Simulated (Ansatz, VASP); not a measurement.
## One calculation of CdSe, two programs

```
Cd Se
1.0
     4.34300    0.00000    0.00000
    -2.17150    3.76115    0.00000
     0.00000    0.00000    7.02000
Cd Se
2 2
Direct
  0.33333 0.66667 0.00000
  0.66667 0.33333 0.50000
  0.33333 0.66667 0.38500
  0.66667 0.33333 0.88500
```

Alike in both runs: task single point; functional r2SCAN; k mesh 5 × 5 × 3; occupations fermi-dirac, width 0.02 eV; no spin polarisation.

|  | VASP | Ansatz |
| --- | --- | --- |
| version | VASP 6.6.1 | Ansatz 0.2.0 |
| potentials or method | VASP PAW PBE potentials, release 64 (Cd, Se), cutoff 550 eV | plane waves, PAW |
| valence electrons in the cell | 36 | 72 |

|  | VASP | Ansatz | Ansatz less VASP |
| --- | --- | --- | --- |
| pressure (GPa) | 0.7 | 0.4 | -0.23 |
| traceless stress, the component that is largest in VASP (GPa) | -0.73 | -0.70 | +0.023 |

VASP's potentials were made for PBE, not for r2SCAN. VASP's potentials hold 36 valence electrons a cell and Ansatz's 72, so a difference there can come from the potentials and not from the codes. Ansatz's warnings: structure snapped to symmetry.
